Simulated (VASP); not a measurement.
# C (Immm) in VASP: single point with LDA

Aim: the single point of C with LDA.

All numbers are computed with VASP 6.6.1; they aren't measurements. Logs are shortened: lines on timing, memory, paths and dates and some standing lists are left out, and cuts for length are marked.

### 1 The cell of the first run

Symmetry: Immm, No. 71, orthorhombic system. Conventional cell: a = 3.998 Å, b = 4.870 Å, c = 5.441 Å, α = 90.00°, β = 90.00°, γ = 90.00°. Within 1.7 Å of C (site symmetry m2m) lie 1 C at 1.30 Å.

### 2 Single point, LDA

Input file INCAR:

```
SYSTEM = C
ALGO = Normal ; EDIFF = 1E-6
ENCUT = 520 ; GGA = CA
ISIF = 2 ; ISMEAR = 1
LASPH = .True. ; LCHARG = .True.
LELF = .True. ; LREAL = .False.
LVHAR = .True. ; LWAVE = .False.
NBANDS = 11 ; NELM = 80
PREC = Accurate ; SIGMA = 0.1
```

Input file KPOINTS:

```
k-points
0
Gamma
  9 9 9
  0 0 0
```

Input file POSCAR:

```
C
1.0
   -1.9991000000      2.4350400000      2.7205700000
    1.9991000000     -2.4350400000      2.7205700000
    1.9991000000      2.4350400000     -2.7205700000
C
2
Direct
    0.6332200000      0.5000000000      0.1332200000
    0.3667800000      0.5000000000      0.8667800000
```

Potentials or basis: VASP PAW LDA potentials, release 64 (C).

The run is started by

```
> cat potpaw_LDA.64/C/POTCAR > POTCAR
> mpirun -np 1 vasp_std > vasp.out
```

OUTCAR:

```text
SYSTEM = C
   EDIFF = 1E-6
   ENCUT = 520
   GGA = CA
   ISIF = 2
   ISMEAR = 1
   LASPH = .True.
   LREAL = .False.
   NELM = 80
   PREC = Accurate

 ion  position               nearest neighbor table
   1  0.633  0.500  0.133-   2 1.30
   2  0.367  0.500  0.867-   1 1.30

  LATTYP: Found a body centered orthorhombic cell.
 ALAT       =     3.9982000000
 B/A-ratio  =     1.2180681307
 C/A-ratio  =     1.3608974038

  Lattice vectors:

 A1 = (  -1.9991000000,   2.4350400000,   2.7205700000)
 A2 = (   1.9991000000,  -2.4350400000,   2.7205700000)
 A3 = (   1.9991000000,   2.4350400000,  -2.7205700000)

Analysis of symmetry for initial positions (statically):
=====================================================================
 Subroutine PRICEL returns:
 Original cell was already a primitive cell.

 Routine SETGRP: Setting up the symmetry group for a
 body centered orthorhombic supercell.

 Subroutine GETGRP returns: Found  8 space group operations
 (whereof  8 operations were pure point group operations)
 out of a pool of  8 trial point group operations.

The static configuration has the point symmetry D_2h.

Analysis of symmetry for dynamics (positions and initial velocities):
=====================================================================
 Subroutine PRICEL returns:
 Original cell was already a primitive cell.

 Routine SETGRP: Setting up the symmetry group for a
 body centered orthorhombic supercell.

 Subroutine GETGRP returns: Found  8 space group operations
 (whereof  8 operations were pure point group operations)
 out of a pool of  8 trial point group operations.

The dynamic configuration has the point symmetry D_2h.

 Subroutine INISYM returns: Found  8 space group operations
 (whereof  8 operations are pure point group operations),
 and found     1 'primitive' translations

----------------------------------------------------------------------------------------

                                     Primitive cell

  volume of cell :      52.9737

  direct lattice vectors                    reciprocal lattice vectors
    -1.999100000  2.435040000  2.720570000     0.000000000  0.205335436  0.183785016
     1.999100000 -2.435040000  2.720570000     0.250112551  0.000000000  0.183785016
     1.999100000  2.435040000 -2.720570000     0.250112551  0.205335436  0.000000000

  length of vectors
     4.162609967  4.162609967  4.162609967     0.275571358  0.310375933  0.323603043

  position of ions in fractional coordinates (direct lattice)
     0.633220000  0.500000000  0.133220000
     0.366780000  0.500000000  0.866780000

  ion indices of the primitive-cell ions
   primitive index   ion index
                 1           1
                 2           2

----------------------------------------------------------------------------------------

 KPOINTS: k-points

Automatic generation of k-mesh.
 Grid dimensions read from file:
 generate k-points for:    9    9    9

 Generating k-lattice:

  Cartesian coordinates                     Fractional coordinates (reciprocal lattice)
     0.000000000  0.022815048  0.020420557     0.111111111  0.000000000  0.000000000
     0.027790283  0.000000000  0.020420557    -0.000000000  0.111111111  0.000000000
     0.027790283  0.022815048  0.000000000    -0.000000000  0.000000000  0.111111111

  Length of vectors
     0.030619040  0.034486215  0.035955894

  Shift w.r.t. Gamma in fractional coordinates (k-lattice)
     0.000000000  0.000000000  0.000000000

 Subroutine IBZKPT returns following result:
 ===========================================

 Found    125 irreducible k-points:

 Following reciprocal coordinates:
            Coordinates               Weight
  0.000000  0.000000  0.000000      1.000000
  0.111111 -0.000000  0.000000      4.000000
  0.222222  0.000000 -0.000000      4.000000
  0.333333 -0.000000  0.000000      4.000000
  0.444444  0.000000 -0.000000      4.000000
 -0.000000  0.111111  0.000000      4.000000
[... 16 lines left out ...]
 -0.111111  0.222222 -0.000000      8.000000
 -0.000000  0.333333  0.000000      4.000000
 [... further k-points ...]
   k-points           NKPTS =    125   k-points in BZ     NKDIM =    125   number of bands    NBANDS=     11
   number of dos      NEDOS =    301   number of ions     NIONS =      2
   total plane-waves  NPLWV =  32768
   dimension x,y,z NGX =    32 NGY =   32 NGZ =   32
   dimension x,y,z NGXF=    64 NGYF=   64 NGZF=   64
   ions per type =               2
   NGX,Y,Z   is equivalent  to a cutoff of  12.78, 12.78, 12.78 a.u.
   NGXF,Y,Z  is equivalent  to a cutoff of  25.56, 25.56, 25.56 a.u.
 SYSTEM =  C
   PREC   = accura    normal or accurate (medium, high low for compatibility)
   ISTART =      0    job   : 0-new  1-cont  2-samecut
   ICHARG =      2    charge: 1-file 2-atom 10-const
   ISPIN  =      1    spin polarized calculation?
   LNONCOLLINEAR =      F non collinear calculations
   LSORBIT =      F    spin-orbit coupling
   LASPH  =      T    aspherical Exc in radial PAW
   ENCUT  =  520.0 eV  38.22 Ry    6.18 a.u.   7.74  7.74  7.74*2*pi/ulx,y,z
   NELM   =     80;   NELMIN=  2; NELMDL= -5     # of ELM steps
   EDIFF  = 0.1E-05   stopping-criterion for ELM
   LREAL  =      F    real-space projection
   EDIFFG = 0.1E-04   stopping-criterion for IOM
   NSW    =      0    number of steps for IOM
   IBRION =     -1    ionic relax: 0-MD 1-quasi-New 2-CG
   NFREE  =      0    steps in history (QN), initial steepest desc. (CG)
   ISIF   =      2    stress and relaxation
   ISYM   =      2    0-nonsym 1-usesym 2-fastsym
   POTIM  = 0.5000    time-step for ionic-motion
   TEBEG  =    0.0;   TEEND  =   0.0 temperature during run
   PSTRESS=    0.0 pullay stress
   NELECT =       8.0000    total number of electrons
   NUPDOWN=      -1.0000    fix difference up-down
   EMIN   =  10.00;   EMAX   =-10.00  energy-range for DOS
   EFERMI =   0.00;   METHOD = LEGACY
   ISMEAR =     1;   SIGMA  =   0.10  broadening in eV -4-tet -1-fermi 0-gaus
   EFERMI_NEDOS =   21; number of points for ismear=-14 and -15
   IALGO  =     38    algorithm
   IMIX   =      4    mixing-type and parameters
     AMIX     =   0.40;   BMIX     =  1.00
     AMIX_MAG =   1.60;   BMIX_MAG =  1.00
  volume/ion in A,a.u.               =      26.49       178.74
  Fermi-wavevector in a.u.,A,eV,Ry     =   0.871802  1.647467 10.340961  0.760039
  Thomas-Fermi vector in A             =   1.990962
   LORBIT       =      0    0 simple, 1 ext, 2 COOP (PROOUT), +10 PAW based schemes
   GGA     = CA    functional components
   LHFCALC =     F    Hartree Fock is set to
   AEXX    =    0.0000 exact exchange contribution
   IVDW    =     0    specifies the selected vdW correction
   LEPSILON=     F    determine dielectric tensor
   LRPA    =     F    only Hartree local field effects (RPA)
 non-spin polarized calculation
 Methfessel and Paxton  Order N= 1 SIGMA  =   0.10
  energy-cutoff  :      520.00
  volume of cell :       52.97
 maximum number of plane-waves:      1442
   NGX = 15   NGY = 15   NGZ = 15

 number of electron       7.9999999 magnetization

 Free energy of the ion-electron system (eV)
  ---------------------------------------------------
  ext. energy  EPLUGINS =         0.00000000
  ---------------------------------------------------
  free energy    TOTEN  =       -10.34614132 eV

  energy without entropy =      -10.34555267  energy(sigma->0) =      -10.34594510

 E-fermi :  -4.7080     XC(G=0):  -6.8786

 val. band max:       -4.7092609192   @ k =  -0.1111   0.2222  -0.0000
 cond. band min:      -4.7062776777   @ k =   0.1111   0.4444  -0.0000
 fundamental gap:      0.0029832415
 Fermi energy:        -4.7079719111

 k-point     1 :       0.0000    0.0000    0.0000
  band No.  band energies     occupation
      1     -16.7083      2.00000
      2      -6.5365      2.00000
      3      -5.7532      2.00000
      4      -4.5945     -0.06807
      5      -4.5769     -0.06888
      6       0.9731      0.00000
      7       1.8485      0.00000
      8       4.5041      0.00000
      9       9.7826      0.00000
     10      10.1514      0.00000
     11      10.2864      0.00000

 k-point     2 :       0.1111   -0.0000    0.0000
  band No.  band energies     occupation
      1     -16.6949      2.00000
      2      -6.7592      2.00000
      3      -5.5467      2.00000
      4      -4.6099     -0.04612
      5      -4.5999     -0.06319
      6       1.0306      0.00000
      7       1.8566      0.00000
      8       4.5520      0.00000
      9       8.9893      0.00000
     10      10.3116      0.00000
     11      10.4424      0.00000

 k-point     3 :       0.2222    0.0000   -0.0000
  band No.  band energies     occupation
      1     -16.6606      2.00000
      2      -7.1298      2.00000
      3      -5.2296      2.00000
      4      -4.6571      0.25017
      5      -4.6297      0.02927
      6       1.1476      0.00000
      7       1.8721      0.00000
      8       4.7514      0.00000
      9       8.0240      0.00000
     10      10.3225      0.00000
     11      10.5004      0.00000

 k-point     4 :       0.3333   -0.0000    0.0000
  band No.  band energies     occupation
      1     -16.6209      2.00000
      2      -7.4405      2.00000
      3      -5.0318      2.00005
      4      -4.7202      1.20470
      5      -4.5907     -0.07004
      6       1.2313      0.00000
      7       1.8818      0.00000
      8       5.1632      0.00000
      9       7.2087      0.00000
     10      10.0297      0.00000
     11      10.9237      0.00000
[... 239 lines left out ...]
 k-point    22 :      -0.2222    0.2222    0.0000
  band No.  band energies     occupation
      1     -16.6389      2.00000
      2      -7.0574      2.00000
      3      -5.2775      2.00000
      4      -4.7946      2.01025
      5      -4.6137     -0.03635
      6       1.1673      0.00000
      7       1.4843      0.00000
      8       4.9653      0.00000
      9       8.6545      0.00000
     10       9.2923      0.00000
     11      10.1405      0.00000

 k-point    23 :      -0.1111    0.2222   -0.0000
  band No.  band energies     occupation
      1     -16.6518      2.00000
      2      -6.7786      2.00000
      3      -5.6274      2.00000
      4      -4.7093      1.02182
      5      -4.6566      0.24511
      6       1.1444      0.00000
      7       1.6646      0.00000
      8       4.8818      0.00000
      9       8.2409      0.00000
     10       9.8774      0.00000
     11      10.6267      0.00000

 k-point    24 :      -0.0000    0.3333    0.0000
  band No.  band energies     occupation
      1     -16.5904      2.00000
      2      -6.7565      2.00000
      3      -5.8865      2.00000
      4      -4.9179      2.01144
      5      -4.6693      0.39668
      6       0.9831      0.00000
      7       2.2814      0.00000
      8       5.4253      0.00000
      9       7.4324      0.00000
     10       9.0462      0.00000
     11      10.1531      0.00000

 [... further k-points ...]
[... 5 lines left out ...]
  --------------------------------------------------------------------------------------
  -------------------------------------------------------------------------------------
  Total       -1.1241756     -2.3015227     -1.7662643      0.0000000      0.0000000      0.0000000
  in kB      -34.0004166    -69.6089885    -53.4202293      0.0000000      0.0000000      0.0000000
  external PRESSURE =     -52.3432115 kB  Pullay stress =       0.0000000 kB

 VOLUME and BASIS-vectors are now :
 -----------------------------------------------------------------------------
  energy-cutoff  :      520.00
  volume of cell :       52.97
      direct lattice vectors                 reciprocal lattice vectors
    -1.999100000  2.435040000  2.720570000     0.000000000  0.205335436  0.183785016
     1.999100000 -2.435040000  2.720570000     0.250112551  0.000000000  0.183785016
     1.999100000  2.435040000 -2.720570000     0.250112551  0.205335436  0.000000000

 POSITION                                       TOTAL-FORCE (eV/Angst)
 -----------------------------------------------------------------------------------
      0.00000      0.64879      2.72057         0.000000     -0.475132     -0.000000
      1.99910      1.78625      0.00000         0.000000      0.475132      0.000000
 -----------------------------------------------------------------------------------
    total drift:                                0.000000      0.000000      0.000000

  FREE ENERGIE OF THE ION-ELECTRON SYSTEM (eV)
  ---------------------------------------------------
  free  energy   TOTEN  =       -10.3461413183 eV

  energy  without entropy=      -10.3455526698  energy(sigma->0) =      -10.34594510
```

Run time: 38 s. Hardware: 1 thread of Intel Xeon Platinum 8259CL at 2.50GHz (Skylake/Cascade Lake), shared host; peak memory 0.18 GiB.

What came out:

| Item | Value |
| --- | --- |
| Free energy | -10.3461 eV |
| Pressure | -5.2 GPa |
| Largest force | 0.475 eV/Å |
| Band gap on the k mesh | zero (band 4 reaches -4.59 eV, above the bottom of band 5 at -4.76 eV) |

Forces on the atoms (eV/Å):
```
C    0.000 -0.475  0.000
C    0.000  0.475  0.000
```

Levels at points of the mesh, in eV from the Fermi level:
```
           k point  band 1  band 2  band 3  band 4  band 5  band 6  band 7  band 8  band 9
(0.00, 0.00, 0.00)  -12.00   -1.83   -1.05    0.11    0.13    5.68    6.56    9.21   14.49
```
